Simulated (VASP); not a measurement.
# Yb (P6_3/mmc) in VASP: notebook

The runs below take Yb through single point, with LDA.

Program: VASP 6.6.1. These are calculated values, not measurements. Logs are shortened: lines on timing, memory, paths and dates and some standing lists are left out, and cuts for length are marked.

### 1 The cell of the first run

The structure is hexagonal, space group P6_3/mmc (No. 194). The conventional cell has a = 3.505 Å, b = 3.505 Å, c = 5.754 Å, α = 90.00°, β = 90.00°, γ = 120.00°. Yb (site symmetry -6m2) has 12 Yb at 3.51 to 3.52 Å within 4.6 Å.

This isn't the form of Yb at room conditions, which is fcc.

### 2 Single point, LDA (30.61 Å³/atom)

File INCAR:

```
SYSTEM = Yb
PREC = Accurate
ENCUT = 520
EDIFF = 1E-6
ISMEAR = -1
SIGMA = 0.1
LREAL = .False.
LASPH = .True.
NELM = 60
ALGO = Normal
ISIF = 2
LWAVE = .False.
LCHARG = .False.
GGA = CA
NBANDS = 31
```

File KPOINTS:

```
Automatic mesh
0
Gamma
  17 17 9
  0 0 0
```

File POSCAR:

```
Yb
1.0
    3.5053546195      0.0000000000      0.0000000000
   -1.7526773097      3.0357261498      0.0000000000
    0.0000000000      0.0000000000      5.7537487512
Yb
2
Direct
    0.3333333333      0.6666666667      0.2500000000
    0.6666666667      0.3333333333      0.7500000000
```

Potentials or basis: VASP PAW PBE potentials, release 64 (Yb).

The run is started by

```console
> cat potpaw_PBE.64/Yb/POTCAR > POTCAR
> mpirun -np 1 vasp_std > vasp.out
```

OUTCAR:

```text
SYSTEM = Yb
   PREC = Accurate
   ENCUT = 520
   EDIFF = 1E-6
   ISMEAR = -1
   LREAL = .False.
   LASPH = .True.
   NELM = 60
   ISIF = 2
   GGA = CA

 ion  position               nearest neighbor table
   1  0.333  0.667  0.250-   2 3.52   2 3.52   2 3.52   2 3.52   2 3.52   2 3.52
   2  0.667  0.333  0.750-   1 3.52   1 3.52   1 3.52   1 3.52   1 3.52   1 3.52

  LATTYP: Found a hexagonal cell.
 ALAT       =     3.5053546195
 C/A-ratio  =     1.6414170250

  Lattice vectors:

 A1 = (   3.5053546195,   0.0000000000,   0.0000000000)
 A2 = (  -1.7526773097,   3.0357261498,   0.0000000000)
 A3 = (   0.0000000000,   0.0000000000,   5.7537487512)

Analysis of symmetry for initial positions (statically):
=====================================================================
 Subroutine PRICEL returns:
 Original cell was already a primitive cell.

 Routine SETGRP: Setting up the symmetry group for a
 hexagonal supercell.

 Subroutine GETGRP returns: Found 24 space group operations
 (whereof 12 operations were pure point group operations)
 out of a pool of 24 trial point group operations.

The static configuration has the point symmetry D_3d.
 The point group associated with its full space group is D_6h.

Analysis of symmetry for dynamics (positions and initial velocities):
=====================================================================
 Subroutine PRICEL returns:
 Original cell was already a primitive cell.

 Routine SETGRP: Setting up the symmetry group for a
 hexagonal supercell.

 Subroutine GETGRP returns: Found 24 space group operations
 (whereof 12 operations were pure point group operations)
 out of a pool of 24 trial point group operations.

The dynamic configuration has the point symmetry D_3d.
 The point group associated with its full space group is D_6h.

 Subroutine INISYM returns: Found 24 space group operations
 (whereof 12 operations are pure point group operations),
 and found     1 'primitive' translations

----------------------------------------------------------------------------------------

                                     Primitive cell

  volume of cell :      61.2273

  direct lattice vectors                    reciprocal lattice vectors
     3.505354619  0.000000000  0.000000000     0.285277842  0.164705239  0.000000000
    -1.752677310  3.035726150  0.000000000     0.000000000  0.329410477  0.000000000
     0.000000000  0.000000000  5.753748751     0.000000000  0.000000000  0.173799734

  length of vectors
     3.505354619  3.505354620  5.753748751     0.329410477  0.329410477  0.173799734

  position of ions in fractional coordinates (direct lattice)
     0.333333333  0.666666667  0.250000000
     0.666666667  0.333333333  0.750000000

  ion indices of the primitive-cell ions
   primitive index   ion index
                 1           1
                 2           2

----------------------------------------------------------------------------------------

 KPOINTS: Automatic mesh

Automatic generation of k-mesh.
 Grid dimensions read from file:
 generate k-points for:   17   17    9

 Generating k-lattice:

  Cartesian coordinates                     Fractional coordinates (reciprocal lattice)
     0.016781050  0.009688543  0.000000000     0.058823529  0.000000000  0.000000000
     0.000000000  0.019377087  0.000000000     0.000000000  0.058823529  0.000000000
     0.000000000  0.000000000  0.019311082     0.000000000  0.000000000  0.111111111

  Length of vectors
     0.019377087  0.019377087  0.019311082

  Shift w.r.t. Gamma in fractional coordinates (k-lattice)
     0.000000000  0.000000000  0.000000000

 Subroutine IBZKPT returns following result:
 ===========================================

 Found    165 irreducible k-points:

 Following reciprocal coordinates:
            Coordinates               Weight
  0.000000  0.000000  0.000000      1.000000
  0.058824 -0.000000  0.000000      6.000000
  0.117647 -0.000000  0.000000      6.000000
  0.176471 -0.000000  0.000000      6.000000
  0.235294 -0.000000  0.000000      6.000000
  0.294118  0.000000  0.000000      6.000000
[... 16 lines left out ...]
  0.411765  0.117647  0.000000     12.000000
  0.176471  0.176471  0.000000      6.000000
 [... further k-points ...]
   k-points           NKPTS =    165   k-points in BZ     NKDIM =    165   number of bands    NBANDS=     31
   number of dos      NEDOS =    301   number of ions     NIONS =      2
   total plane-waves  NPLWV =  37632
   dimension x,y,z NGX =    28 NGY =   28 NGZ =   48
   dimension x,y,z NGXF=    56 NGYF=   56 NGZF=   96
   ions per type =               2
   NGX,Y,Z   is equivalent  to a cutoff of  13.28, 13.28, 13.87 a.u.
   NGXF,Y,Z  is equivalent  to a cutoff of  26.56, 26.56, 27.74 a.u.
 SYSTEM =  Yb
   PREC   = accura    normal or accurate (medium, high low for compatibility)
   ISTART =      0    job   : 0-new  1-cont  2-samecut
   ICHARG =      2    charge: 1-file 2-atom 10-const
   ISPIN  =      1    spin polarized calculation?
   LNONCOLLINEAR =      F non collinear calculations
   LSORBIT =      F    spin-orbit coupling
   LASPH  =      T    aspherical Exc in radial PAW
   ENCUT  =  520.0 eV  38.22 Ry    6.18 a.u.   6.52  6.52 10.70*2*pi/ulx,y,z
   NELM   =     60;   NELMIN=  2; NELMDL= -5     # of ELM steps
   EDIFF  = 0.1E-05   stopping-criterion for ELM
   LREAL  =      F    real-space projection
[... 7 lines left out ...]
   TEBEG  =    0.0;   TEEND  =   0.0 temperature during run
   PSTRESS=    0.0 pullay stress
   NELECT =      48.0000    total number of electrons
   NUPDOWN=      -1.0000    fix difference up-down
   EMIN   =  10.00;   EMAX   =-10.00  energy-range for DOS
   EFERMI =   0.00;   METHOD = LEGACY
   ISMEAR =    -1;   SIGMA  =   0.10  broadening in eV -4-tet -1-fermi 0-gaus
   EFERMI_NEDOS =   21; number of points for ismear=-14 and -15
   IALGO  =     38    algorithm
   IMIX   =      4    mixing-type and parameters
     AMIX     =   0.40;   BMIX     =  1.00
     AMIX_MAG =   1.60;   BMIX_MAG =  1.00
  volume/ion in A,a.u.               =      30.61       206.59
  Fermi-wavevector in a.u.,A,eV,Ry     =   1.509524  2.852587 31.003099  2.278663
  Thomas-Fermi vector in A             =   2.619835
   LORBIT       =      0    0 simple, 1 ext, 2 COOP (PROOUT), +10 PAW based schemes
   GGA     = CA    functional components
   LHFCALC =     F    Hartree Fock is set to
   AEXX    =    0.0000 exact exchange contribution
   IVDW    =     0    specifies the selected vdW correction
   LEPSILON=     F    determine dielectric tensor
   LRPA    =     F    only Hartree local field effects (RPA)
 non-spin polarized calculation
  energy-cutoff  :      520.00
  volume of cell :       61.23
 maximum number of plane-waves:      1681
 NGX is ok and might be reduce to    28
   NGX = 13   NGY = 13   NGZ = 21

 number of electron      48.0000005 magnetization

 Free energy of the ion-electron system (eV)
  ---------------------------------------------------
  ext. energy  EPLUGINS =         0.00000000
  ---------------------------------------------------
  free energy    TOTEN  =        -8.42881401 eV

  energy without entropy =       -8.25877073  energy(sigma->0) =       -8.34379237

 E-fermi :   1.7622     XC(G=0): -10.5171

 val. band max:        1.7611166210   @ k =   0.2941   0.0588   0.0000
 cond. band min:       1.7629388249   @ k =   0.1765   0.1765   0.0000
 fundamental gap:      0.0018222040
 Fermi energy:         1.7622368758

 k-point     1 :       0.0000    0.0000    0.0000
  band No.  band energies     occupation
      1     -49.6080      2.00000
      2     -49.5726      2.00000
      3     -22.4122      2.00000
      4     -21.9098      2.00000
      5     -21.9098      2.00000
      6     -21.8344      2.00000
[... 23 lines left out ...]
     30       5.3272      0.00000
     31       6.2033      0.00000

 k-point     2 :       0.0588   -0.0000    0.0000
  band No.  band energies     occupation
      1     -49.6069      2.00000
      2     -49.5721      2.00000
      3     -22.4056      2.00000
      4     -21.9255      2.00000
      5     -21.9147      2.00000
      6     -21.8508      2.00000
[... 23 lines left out ...]
     30       5.4125      0.00000
     31       6.0839      0.00000

 k-point     3 :       0.1176   -0.0000    0.0000
  band No.  band energies     occupation
      1     -49.6037      2.00000
      2     -49.5705      2.00000
      3     -22.3866      2.00000
      4     -21.9704      2.00000
      5     -21.9285      2.00000
      6     -21.8973      2.00000
[... 23 lines left out ...]
     30       5.6647      0.00000
     31       5.6702      0.00000

 k-point     4 :       0.1765   -0.0000    0.0000
  band No.  band energies     occupation
      1     -49.5988      2.00000
      2     -49.5682      2.00000
      3     -22.3563      2.00000
      4     -22.0385      2.00000
      5     -21.9660      2.00000
      6     -21.9488      2.00000
[... 23 lines left out ...]
     30       5.4768      0.00000
     31       5.5551      0.00000

 k-point     5 :       0.2353   -0.0000    0.0000
  band No.  band energies     occupation
      1     -49.5928      2.00000
      2     -49.5655      2.00000
      3     -22.3172      2.00000
      4     -22.1204      2.00000
      5     -22.0462      2.00000
      6     -21.9726      2.00000
[... 23 lines left out ...]
     30       5.8979      0.00000
     31       5.9835      0.00000
[... 542 lines left out ...]
     30       6.7264      0.00000
     31       7.5260      0.00000

 k-point    22 :       0.3529    0.1176    0.0000
  band No.  band energies     occupation
      1     -49.5734      2.00000
      2     -49.5600      2.00000
      3     -22.3218      2.00000
      4     -22.2398      2.00000
      5     -22.1703      2.00000
      6     -22.0631      2.00000
[... 23 lines left out ...]
     30       7.2510      0.00000
     31       7.9817      0.00000

 k-point    23 :       0.4118    0.1176    0.0000
  band No.  band energies     occupation
      1     -49.5704      2.00000
      2     -49.5599      2.00000
      3     -22.3492      2.00000
      4     -22.2596      2.00000
      5     -22.1423      2.00000
      6     -22.0759      2.00000
[... 23 lines left out ...]
     30       7.8036      0.00000
     31       8.3582      0.00000

 k-point    24 :       0.1765    0.1765    0.0000
  band No.  band energies     occupation
      1     -49.5848      2.00000
      2     -49.5625      2.00000
      3     -22.2618      2.00000
      4     -22.1681      2.00000
      5     -22.1653      2.00000
      6     -22.0007      2.00000
[... 23 lines left out ...]
     30       6.1065      0.00000
     31       6.8479      0.00000

 [... further k-points ...]

------------------------ aborting loop because EDIFF is reached ----------------------------------------

  FORCE on cell =-STRESS in cart. coord.  units (eV):
  Direction    XX          YY          ZZ          XY          YZ          ZX
  --------------------------------------------------------------------------------------
  -------------------------------------------------------------------------------------
  Total       -0.8842864     -0.8842864     -0.8768600     -0.0000000      0.0000000      0.0000000
  in kB      -23.1397186    -23.1397186    -22.9453872     -0.0000000      0.0000000      0.0000000
  external PRESSURE =     -23.0749415 kB  Pullay stress =       0.0000000 kB

 VOLUME and BASIS-vectors are now :
 -----------------------------------------------------------------------------
  energy-cutoff  :      520.00
  volume of cell :       61.23
      direct lattice vectors                 reciprocal lattice vectors
     3.505354619  0.000000000  0.000000000     0.285277842  0.164705239  0.000000000
    -1.752677310  3.035726150  0.000000000     0.000000000  0.329410477  0.000000000
     0.000000000  0.000000000  5.753748751     0.000000000  0.000000000  0.173799734

 POSITION                                       TOTAL-FORCE (eV/Angst)
 -----------------------------------------------------------------------------------
     -0.00000      2.02382      1.43844         0.000000     -0.000000      0.000000
      1.75268      1.01191      4.31531        -0.000000      0.000000      0.000000
 -----------------------------------------------------------------------------------
    total drift:                                0.000000     -0.000000      0.000000

  FREE ENERGIE OF THE ION-ELECTRON SYSTEM (eV)
  ---------------------------------------------------
  free  energy   TOTEN  =        -8.4288140093 eV

  energy  without entropy=       -8.2587707291  energy(sigma->0) =       -8.34379237
```

Run time: 4.6 min. Hardware: 1 thread of Intel Xeon 6975P-C (Granite Rapids), shared host; peak memory 0.37 GiB.

Results:

- Free energy: -8.4288 eV
- Pressure: -2.3 GPa
- Band gap on the k mesh: zero (bands 24 and 25 overlap by 0.27 eV)

Caveat: the PAW data sets were made with another functional, which shifts forces and pressure a little; spin-orbit coupling is left out, which moves the levels of the heavy elements. Spin polarisation is off, so any magnetic state and its effect on volume and gap are missing.

### 3 Single point, LDA (31.79 Å³/atom)

This run uses another cell than the first one, of 31.79 Å³/atom.

File INCAR:

```
SYSTEM = Yb
PREC = Accurate ; ENCUT = 520
EDIFF = 1E-7 ; ISMEAR = -1
SIGMA = 0.1 ; LREAL = .False.
LASPH = .True. ; NELM = 100
ALGO = Normal ; ISIF = 2
LWAVE = .False. ; LCHARG = .False.
GGA = CA ; NBANDS = 31
```

File KPOINTS:

```
regular mesh
0
Gamma
  17 17 9
  0 0 0
```

File POSCAR:

```
Yb
1.0
    3.5497309079      0.0000000000      0.0000000000
   -1.7748654539      3.0741571428      0.0000000000
    0.0000000000      0.0000000000      5.8265887464
Yb
2
Direct
    0.3333333333      0.6666666667      0.2500000000
    0.6666666667      0.3333333333      0.7500000000
```

Potentials or basis: VASP PAW PBE potentials, release 64 (Yb).

The run is started by

```console
> cat potpaw_PBE.64/Yb/POTCAR > POTCAR
> mpirun -np 1 vasp_std > vasp.out
```

Wall time 7.6 min (1 thread of Intel Xeon 6975P-C (Granite Rapids), shared host); peak memory 0.39 GiB.

It converged, with:

* Free energy: -8.4084 eV
* Pressure: -2.2 GPa
* Band gap on the k mesh: zero (bands 24 and 25 overlap by 0.23 eV)

Levels at points of the mesh, in eV from the Fermi level:
```tsv
k point	band 20	band 21	band 22	band 23	band 24	band 25	band 26	band 27	band 28	band 29
(0.00, 0.00, 0.00)	-0.51	-0.46	-0.46	-0.43	-0.43	0.78	2.80	2.85	2.85	3.49
```

Caveat: the PAW data sets were made with another functional, which shifts forces and pressure a little; spin-orbit coupling is left out, which moves the levels of the heavy elements. Spin polarisation is off, so any magnetic state and its effect on volume and gap are missing.

(Part 1 of 2 ends here.)
